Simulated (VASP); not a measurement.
# Be27N2 in VASP: notebook

Be27N2 is run at these levels: PBE+D3(BJ); tasks: single point.

Program: VASP 6.6.1. These are calculated values, not measurements. Logs are shortened: lines on timing, memory, paths and dates and some standing lists are left out, and cuts for length are marked.

### Step 1. The cell of the first run

The cell holds a slab with vacuum, 29 atoms: a = 6.870 Å, b = 6.870 Å, c = 14.588 Å, α = 90.00°, β = 90.00°, γ = 60.00°.

### Step 2. Single point, PBE+D3(BJ)

Contents of INCAR:

```
SYSTEM = Be27N2
PREC = Accurate
ENCUT = 520
EDIFF = 1E-7
ISMEAR = 0
SIGMA = 0.15
LREAL = Auto
LASPH = .True.
NELM = 100
ALGO = Normal
ISIF = 2
LWAVE = .False.
LCHARG = .True.
GGA = PE
IVDW = 12
LELF = .True.
LVHAR = .True.
NBANDS = 52
```

Contents of KPOINTS:

```
Automatic mesh
0
Gamma
  4 4 1
  0 0 0
```

Contents of POSCAR:

```
Be27N2
1.0
    6.8700000000      0.0000000000      0.0000000000
    3.4350000000      5.9495950000      0.0000000000
    0.0000000000      0.0000000000     14.5884300000
Be N
27 2
Direct
    0.0000000000      0.0000000000      0.0685474722
    0.3333333333      0.0000000000      0.0685474722
    0.6666666667      0.0000000000      0.0685474722
    0.0000000280      0.3333332773      0.0685474722
    0.3333333613      0.3333332773      0.0685474722
    0.6666666947      0.3333332773      0.0685474722
   -0.0000000280      0.6666667227      0.0685474722
    0.3333333053      0.6666667227      0.0685474722
    0.6666666387      0.6666667227      0.0685474722
   -0.1110355370      0.2222568091      0.1933791368
    0.2221408520      0.2222626918      0.1933857859
    0.5556132949      0.2220243563      0.1934057332
   -0.1110185578      0.5554717590      0.1933218996
    0.2222685650      0.5556553009      0.1934765427
    0.5553440927      0.5556588306      0.1934038138
   -0.1112914481      0.8889211787      0.1934210878
    0.2223433501      0.8886841877      0.1933724191
    0.5556259011      0.8890131177      0.1933974389
    0.0000309100     -0.0000626933      0.3181507537
    0.3333423726     -0.0000393304      0.3182453492
    0.6666603115      0.0000025212      0.3183982786
    0.0000018236      0.3334129466      0.3180216788
    0.3333538119      0.3332746179      0.3183825813
    0.6666483823      0.3332872238      0.3181644632
   -0.0000753724      0.6666517637      0.3183552994
    0.3333226343      0.6667282395      0.3183618114
    0.6667090968      0.6666836986      0.3181185364
    0.7699638796      0.3649461854      0.5796767027
    0.9344002565      0.3545846398      0.5714930942
```

Potentials or basis: VASP PAW PBE potentials, release 64 (Be, N).

Started as:

```bash
> cat potpaw_PBE.64/Be/POTCAR potpaw_PBE.64/N/POTCAR > POTCAR
> mpirun -np 1 vasp_std > vasp.out
```

OUTCAR:

```text
SYSTEM = Be27N2
   PREC = Accurate
   ENCUT = 520
   EDIFF = 1E-7
   ISMEAR = 0
   LREAL = Auto
   LASPH = .True.
   NELM = 100
   ISIF = 2
   GGA = PE
   IVDW = 12
 IVDW          = 12

 ion  position               nearest neighbor table
   1  0.000  0.000  0.069-  10 2.25  17 2.25  16 2.25   8 2.29   4 2.29   6 2.29   7 2.29   3 2.29
                             2 2.29
   2  0.333  0.000  0.069-  17 2.25  11 2.25  18 2.25   8 2.29   4 2.29   5 2.29   9 2.29   1 2.29
                             3 2.29
   3  0.667  0.000  0.069-  18 2.25  12 2.25  16 2.25   7 2.29   6 2.29   9 2.29   5 2.29   1 2.29
                             2 2.29
   4  0.000  0.333  0.069-  13 2.25  10 2.25  11 2.25   2 2.29   1 2.29   5 2.29   6 2.29   9 2.29
                             7 2.29
   5  0.333  0.333  0.069-  11 2.25  12 2.25  14 2.25   2 2.29   3 2.29   4 2.29   6 2.29   7 2.29
                             8 2.29
   6  0.667  0.333  0.069-  10 2.25  15 2.25  12 2.25   3 2.29   1 2.29   4 2.29   5 2.29   8 2.29
                             9 2.29
   7  1.000  0.667  0.069-  13 2.25  16 2.25  14 2.25   3 2.29   1 2.29   9 2.29   8 2.29   5 2.29
                             4 2.29
   8  0.333  0.667  0.069-  17 2.25  15 2.25  14 2.25   2 2.29   1 2.29   7 2.29   9 2.29   6 2.29
                             5 2.29
   9  0.667  0.667  0.069-  13 2.25  18 2.25  15 2.25   3 2.29   2 2.29   7 2.29   8 2.29   4 2.29
[... 22 lines left out ...]
                            22 2.29
  21  0.667  0.000  0.318-  16 2.25  12 2.25  18 2.25  24 2.29  23 2.29  27 2.29  25 2.29  19 2.29
                            20 2.29
  22  0.000  0.333  0.318-  11 2.25  10 2.25  13 2.25  25 2.29  27 2.29  23 2.29  20 2.29  24 2.29
                            19 2.29
  23  0.333  0.333  0.318-  14 2.25  12 2.25  11 2.25  22 2.29  21 2.29  24 2.29  20 2.29  25 2.29
                            26 2.29
  24  0.667  0.333  0.318-  12 2.25  15 2.25  10 2.25  21 2.29  23 2.29  19 2.29  26 2.29  22 2.29
                            27 2.29
  25  1.000  0.667  0.318-  14 2.25  16 2.25  13 2.25  27 2.29  22 2.29  21 2.29  19 2.29  23 2.29
                            26 2.29
  26  0.333  0.667  0.318-  14 2.25  15 2.25  17 2.25  20 2.29  19 2.29  27 2.29  24 2.29  25 2.29
                            23 2.29
  27  0.667  0.667  0.318-  18 2.25  15 2.25  13 2.25  25 2.29  22 2.29  21 2.29  20 2.29  26 2.29
                            24 2.29
  28  0.770  0.365  0.580-  29 1.10
  29  0.934  0.355  0.571-  28 1.10

  LATTYP: Found a hexagonal cell.
 ALAT       =     6.8700004122
 C/A-ratio  =     2.1234976892

  Lattice vectors:

 A1 = (  -3.4350000000,  -5.9495950000,   0.0000000000)
 A2 = (   6.8700000000,   0.0000000000,   0.0000000000)
 A3 = (   0.0000000000,   0.0000000000,  14.5884300000)

Analysis of symmetry for initial positions (statically):
=====================================================================
 Subroutine PRICEL returns:
 Original cell was already a primitive cell.

 Routine SETGRP: Setting up the symmetry group for a
 hexagonal supercell.

 Subroutine GETGRP returns: Found  1 space group operations
 (whereof  1 operations were pure point group operations)
 out of a pool of 24 trial point group operations.

The static configuration has the point symmetry C_1 .

Analysis of symmetry for dynamics (positions and initial velocities):
=====================================================================
 Subroutine PRICEL returns:
 Original cell was already a primitive cell.

 Routine SETGRP: Setting up the symmetry group for a
 hexagonal supercell.

 Subroutine GETGRP returns: Found  1 space group operations
 (whereof  1 operations were pure point group operations)
 out of a pool of 24 trial point group operations.

The dynamic configuration has the point symmetry C_1 .

 Subroutine INISYM returns: Found  1 space group operations
 (whereof  1 operations are pure point group operations),
 and found     1 'primitive' translations

[... 43 lines left out ...]
   PSTRESS=    0.0 pullay stress
   NELECT =      64.0000    total number of electrons
   NUPDOWN=      -1.0000    fix difference up-down
   EMIN   =  10.00;   EMAX   =-10.00  energy-range for DOS
   EFERMI =   0.00;   METHOD = LEGACY
   ISMEAR =     0;   SIGMA  =   0.15  broadening in eV -4-tet -1-fermi 0-gaus
   EFERMI_NEDOS =   21; number of points for ismear=-14 and -15
   IALGO  =     38    algorithm
   IMIX   =      4    mixing-type and parameters
     AMIX     =   0.40;   BMIX     =  1.00
     AMIX_MAG =   1.60;   BMIX_MAG =  1.00
  volume/ion in A,a.u.               =      20.56       138.76
  Fermi-wavevector in a.u.,A,eV,Ry     =   0.778008  1.470221  8.235553  0.605296
  Thomas-Fermi vector in A             =   1.880814
   LORBIT       =      0    0 simple, 1 ext, 2 COOP (PROOUT), +10 PAW based schemes
   GGA     = PE    functional components
   LHFCALC =     F    Hartree Fock is set to
   AEXX    =    0.0000 exact exchange contribution
   IVDW    =    12    specifies the selected vdW correction
   LEPSILON=     F    determine dielectric tensor
   LRPA    =     F    only Hartree local field effects (RPA)
 non-spin polarized calculation
 Gauss-broadening in eV      SIGMA  =   0.15
  energy-cutoff  :      520.00
  volume of cell :      596.28
 maximum number of plane-waves:     16072
 NGX is ok and might be reduce to    54
   NGX = 25   NGY = 25   NGZ = 55

 number of electron      64.0000000 magnetization

 Free energy of the ion-electron system (eV)
  ---------------------------------------------------
  ext. energy  EPLUGINS =         0.00000000
  ---------------------------------------------------
  free energy    TOTEN  =      -109.01183123 eV

  energy without entropy =     -108.85368364  energy(sigma->0) =     -108.93275743

 E-fermi :  -0.7413     XC(G=0):  -5.7810

 val. band max:       -0.7414225351   @ k =   0.5000  -0.0000   0.0000
 cond. band min:      -0.7405741120   @ k =   0.0000   0.5000   0.0000
 fundamental gap:      0.0008484231
 Fermi energy:        -0.7412729163

 k-point     1 :       0.0000    0.0000    0.0000
  band No.  band energies     occupation
      1     -23.8372      2.00000
      2     -10.2756      2.00000
      3      -8.9539      2.00000
      4      -8.0511      2.00000
      5      -7.1451      2.00000
      6      -7.1269      2.00000
[... 459 lines left out ...]
     43       2.7260      0.00000
     44       3.3575      0.00000
 [bands above 44 left out]

------------------------ aborting loop because EDIFF is reached ----------------------------------------

 Edisp (eV)   -6.04815

 E8    (eV) :    -2.1893

  FORCE on cell =-STRESS in cart. coord.  units (eV):
  Direction    XX          YY          ZZ          XY          YZ          ZX
  --------------------------------------------------------------------------------------
  -------------------------------------------------------------------------------------
  Total     -24.70700   -26.56745    -0.07849    -0.10527     0.01284    -0.20214
  in kB     -66.38623   -71.38513    -0.21091    -0.28286     0.03451    -0.54314
  external pressure =      -45.99 kB  Pullay stress =        0.00 kB

 VOLUME and BASIS-vectors are now :
 -----------------------------------------------------------------------------
  energy-cutoff  :      520.00
  volume of cell :      596.28
      direct lattice vectors                 reciprocal lattice vectors
     6.870000000  0.000000000  0.000000000     0.145560408 -0.084039334  0.000000000
     3.435000000  5.949595000  0.000000000     0.000000000  0.168078668  0.000000000
     0.000000000  0.000000000 14.588430000     0.000000000  0.000000000  0.068547472

 POSITION                                       TOTAL-FORCE (eV/Angst)
 -----------------------------------------------------------------------------------
      0.00000      0.00000      1.00000        -0.001726     -0.003781     -0.007781
      2.29000      0.00000      1.00000         0.002931     -0.001436     -0.005619
      4.58000      0.00000      1.00000        -0.001369     -0.001092     -0.006228
      1.14500      1.98320      1.00000        -0.000032     -0.000930     -0.006159
      3.43500      1.98320      1.00000         0.001044      0.000699     -0.004848
      5.72500      1.98320      1.00000        -0.001164      0.000067     -0.005234
[... 21 lines left out ...]
      6.54324      2.17128      8.45657        -1.722096      0.097053      0.183069
      7.63733      2.10964      8.33719         1.722150     -0.097223     -0.194787
 -----------------------------------------------------------------------------------
    total drift:                                0.000155     -0.000160      0.000267

  FREE ENERGIE OF THE ION-ELECTRON SYSTEM (eV)
  ---------------------------------------------------
  free  energy   TOTEN  =      -115.0599762654 eV

  energy  without entropy=     -114.9018286771  energy(sigma->0) =     -114.98090247
```

Wall time 20 min (1 thread of Intel Xeon Platinum 8375C at 2.90GHz (Ice Lake), shared host); peak memory 0.72 GiB.

Results:

```yaml
Free_energy: -115.0600 eV
Largest_force: 1.736 eV/Å
Band_gap_on_the_k_mesh: zero (band 32 reaches 0.10 eV, above the bottom of band 33 at -0.74 eV)
Dispersion_energy_per_atom: -0.209 eV
```

Forces in eV/Å, atoms in the order of the input:
```
Be  -0.002 -0.004 -0.008
Be   0.003 -0.001 -0.006
Be  -0.001 -0.001 -0.006
Be   0.000 -0.001 -0.006
Be   0.001  0.001 -0.005
Be  -0.001  0.000 -0.005
Be   0.004  0.003 -0.006
Be  -0.003  0.000 -0.006
Be  -0.002  0.004 -0.008
Be  -0.001  0.000 -0.002
Be   0.000 -0.001 -0.001
Be   0.001  0.001 -0.001
Be  -0.001  0.001  0.001
Be   0.000  0.000  0.000
Be   0.000 -0.001 -0.002
Be   0.001  0.000 -0.001
Be   0.000  0.001  0.002
Be  -0.001  0.000  0.000
Be   0.000  0.002  0.009
Be  -0.001  0.000  0.011
Be   0.002 -0.001  0.006
Be   0.000 -0.003  0.012
Be   0.001  0.001  0.007
Be  -0.001  0.001  0.004
Be   0.000  0.001  0.005
Be   0.002 -0.002  0.008
Be  -0.001  0.001  0.008
N   -1.722  0.097  0.183
N    1.722 -0.097 -0.195
```

Caveat: the standard files for N, O and F lose accuracy on very short bonds.

### Step 3. Single point, PBE+D3(BJ)

Contents of INCAR:

```
  PREC = Accurate
  ENCUT = 520
  EDIFF = 1E-6
  ISMEAR = 0
  SIGMA = 0.15
  LREAL = Auto
  LASPH = T
  NELM = 100
  ALGO = Normal
  ISIF = 2
  LWAVE = F
  LCHARG = F
  GGA = PE
  IVDW = 12
  NBANDS = 52
```

Contents of KPOINTS:

```
regular mesh
0
Gamma
  4 4 1
```

Contents of POSCAR:

```
Be27N2
1.0
    6.8700000000      0.0000000000      0.0000000000
    3.4350000000      5.9495950000      0.0000000000
    0.0000000000      0.0000000000     14.5884300000
Be N
27 2
Direct
    0.0000000000      0.0000000000      0.0685474722
    0.3333333333      0.0000000000      0.0685474722
    0.6666666667      0.0000000000      0.0685474722
    0.0000000280      0.3333332773      0.0685474722
    0.3333333613      0.3333332773      0.0685474722
    0.6666666947      0.3333332773      0.0685474722
   -0.0000000280      0.6666667227      0.0685474722
    0.3333333053      0.6666667227      0.0685474722
    0.6666666387      0.6666667227      0.0685474722
   -0.1110921424      0.2223304275      0.1933859230
    0.2221278172      0.2222215126      0.1933726933
    0.5556738754      0.2220109100      0.1934129307
   -0.1109753654      0.5554712548      0.1933162787
    0.2222290818      0.5557232047      0.1934862079
    0.5553208144      0.5556282402      0.1934054590
   -0.1113129821      0.8888667212      0.1934043622
    0.2224233179      0.8886409915      0.1933638507
    0.5555960961      0.8890549693      0.1934157411
    0.0000372540     -0.0000954687      0.3180974923
    0.3333308432     -0.0000334477      0.3182421275
    0.6666806690     -0.0000015127      0.3184067785
    0.0000048663      0.3334359734      0.3179770544
    0.3333461290      0.3332643651      0.3183743556
    0.6666363707      0.3333100825      0.3182003135
   -0.0000891890      0.6666657142      0.3183552994
    0.3333280107      0.6667381561      0.3183786055
    0.6667181433      0.6666551253      0.3181642576
    0.8114183312      0.3234305865      0.5771334544
    0.9764288872      0.3128895328      0.5714699937
```

Potentials or basis: VASP PAW PBE potentials, release 64 (Be, N).

Started as:

```bash
> cat potpaw_PBE.64/Be/POTCAR potpaw_PBE.64/N/POTCAR > POTCAR
> mpirun -np 1 vasp_std > vasp.out
```

Run time: 19 min. Hardware: 1 thread of Intel Xeon Platinum 8375C at 2.90GHz (Ice Lake), shared host; peak memory 0.71 GiB.

Results (log left out):

```yaml
Free_energy: -115.0601 eV
Largest_force: 1.737 eV/Å
Band_gap_on_the_k_mesh: zero (band 32 reaches 0.10 eV, above the bottom of band 33 at -0.74 eV)
Dispersion_energy_per_atom: -0.209 eV
```

Forces in eV/Å, atoms in the order of the input:
```
Be  -0.002 -0.003 -0.007
Be   0.004 -0.002 -0.006
Be  -0.002 -0.002 -0.006
Be   0.000 -0.001 -0.006
Be   0.002  0.002 -0.004
Be  -0.001  0.000 -0.005
Be   0.004  0.002 -0.006
Be  -0.003 -0.001 -0.006
Be  -0.001  0.004 -0.007
Be  -0.001  0.000 -0.001
Be   0.001 -0.001  0.000
Be   0.000  0.001 -0.001
Be  -0.001  0.001  0.000
Be   0.000 -0.001 -0.001
Be   0.001 -0.001 -0.002
Be   0.001  0.000  0.000
Be   0.000  0.001  0.001
Be  -0.001 -0.001  0.000
Be   0.000  0.002  0.008
Be  -0.002  0.000  0.011
Be   0.002 -0.001  0.006
Be   0.000 -0.002  0.011
Be   0.001  0.001  0.007
Be  -0.001  0.000  0.005
Be   0.000  0.001  0.005
Be   0.001 -0.002  0.008
Be  -0.001  0.000  0.008
N   -1.729  0.099  0.126
N    1.729 -0.099 -0.135
```

Levels at points of the mesh, in eV from the Fermi level:
```
           k point  band 29  band 30  band 31  band 32  band 33  band 34  band 35  band 36
(0.00, 0.00, 0.00)    -0.62    -0.22    -0.20     0.84     0.85     0.89     0.89     1.82
(0.50, 0.00, 0.00)    -0.75    -0.74     0.00     0.00     0.00     0.00     1.23     1.23
(0.50, 0.50, 0.00)    -0.75    -0.74     0.00     0.00     0.00     0.00     1.23     1.23
(0.00, 0.50, 0.00)    -0.75    -0.73     0.00     0.00     0.00     0.00     1.22     1.23
```

Caveat: the standard files for N, O and F lose accuracy on very short bonds.

### Step 4. Single point, PBE+D3(BJ)

Contents of INCAR:

```
ALGO = Normal ; EDIFF = 1E-6
ENCUT = 520 ; GGA = PE
ISIF = 2 ; ISMEAR = 0
IVDW = 12 ; LASPH = True
LCHARG = True ; LELF = True
LREAL = Auto ; LVHAR = True
LWAVE = False ; NBANDS = 52
NELM = 100 ; PREC = Accurate
SIGMA = 0.15
```

Contents of KPOINTS:

```
k-points
0
Gamma
  4 4 1
```

Contents of POSCAR:

```
Be27N2
1.0
    6.8700000000      0.0000000000      0.0000000000
    3.4350000000      5.9495950000      0.0000000000
    0.0000000000      0.0000000000     14.5884300000
Be N
27 2
Direct
    0.0000000000      0.0000000000      0.0685474722
    0.3333333333      0.0000000000      0.0685474722
    0.6666666667      0.0000000000      0.0685474722
    0.0000000280      0.3333332773      0.0685474722
    0.3333333613      0.3333332773      0.0685474722
    0.6666666947      0.3333332773      0.0685474722
   -0.0000000280      0.6666667227      0.0685474722
    0.3333333053      0.6666667227      0.0685474722
    0.6666666387      0.6666667227      0.0685474722
   -0.1111487479      0.2224040460      0.1933926406
    0.2221149280      0.2221803333      0.1933594636
    0.5557341648      0.2219974637      0.1934203338
   -0.1109321114      0.5554709186      0.1933106578
    0.2221893915      0.5557909404      0.1934958731
    0.5552975360      0.5555976499      0.1934073783
   -0.1113344321      0.8888120956      0.1933875681
    0.2225032017      0.8885979634      0.1933552137
    0.5555662296      0.8890966528      0.1934338376
    0.0000441022     -0.0001292525      0.3180437511
    0.3333203552     -0.0000279011      0.3182381517
    0.6667003828     -0.0000057147      0.3184152784
    0.0000076958      0.3334600086      0.3179318816
    0.3333382390      0.3332539442      0.3183658557
    0.6666247343      0.3333327731      0.3182366437
   -0.0001021712      0.6666791605      0.3183555050
    0.3333331576      0.6667482408      0.3183950569
    0.6667267081      0.6666272242      0.3182097731
    0.8529415857      0.2819971780      0.5728679508
    1.0185032407      0.2711789626      0.5714568326
```

Started as:

```bash
> cat potpaw_PBE.64/Be/POTCAR potpaw_PBE.64/N/POTCAR > POTCAR
> mpirun -np 1 vasp_std > vasp.out
```

Run time: 19 min. Hardware: 1 thread of Intel Xeon Platinum 8375C at 2.90GHz (Ice Lake), shared host; peak memory 0.72 GiB.

The run converged. Its results:

| Quantity | Value |
| --- | --- |
| Free energy | -115.0604 eV |
| Largest force | 1.736 eV/Å |
| Band gap on the k mesh | zero (band 32 reaches 0.10 eV, above the bottom of band 33 at -0.74 eV) |
| Dispersion energy per atom | -0.209 eV |

Forces on the atoms (eV/Å):
```
Be  -0.001 -0.002 -0.007
Be   0.004 -0.003 -0.006
Be  -0.003 -0.002 -0.006
Be  -0.001 -0.001 -0.006
Be   0.003  0.003 -0.004
Be  -0.002  0.001 -0.006
Be   0.004  0.002 -0.006
Be  -0.003 -0.003 -0.006
Be  -0.001  0.005 -0.006
Be  -0.001 -0.001 -0.002
Be   0.001 -0.001 -0.001
Be   0.000  0.001  0.000
Be  -0.001  0.001  0.000
Be   0.000 -0.001 -0.001
Be   0.001  0.000 -0.001
Be   0.001  0.000  0.000
Be   0.000  0.001  0.001
Be  -0.001 -0.001  0.000
Be   0.000  0.001  0.008
Be  -0.001  0.000  0.010
Be   0.001  0.000  0.006
Be   0.000 -0.001  0.008
Be   0.000  0.001  0.007
Be   0.000  0.000  0.006
Be   0.000  0.000  0.005
Be   0.000 -0.001  0.007
Be   0.000  0.000  0.007
N   -1.732  0.102  0.029
N    1.732 -0.101 -0.034
```

Levels at points of the mesh, in eV from the Fermi level:
| k point | band 29 | band 30 | band 31 | band 32 | band 33 | band 34 | band 35 | band 36 |
| --- | --- | --- | --- | --- | --- | --- | --- | --- |
| (0.00, 0.00, 0.00) | -0.62 | -0.22 | -0.20 | 0.84 | 0.85 | 0.89 | 0.89 | 1.82 |
| (0.50, 0.00, 0.00) | -0.75 | -0.74 | -0.01 | 0.00 | 0.00 | 0.00 | 1.23 | 1.24 |
| (0.50, 0.50, 0.00) | -0.75 | -0.74 | -0.01 | 0.00 | 0.00 | 0.00 | 1.23 | 1.23 |
| (0.00, 0.50, 0.00) | -0.75 | -0.73 | -0.01 | 0.00 | 0.00 | 0.00 | 1.22 | 1.23 |

Caveat: the standard files for N, O and F lose accuracy on very short bonds.
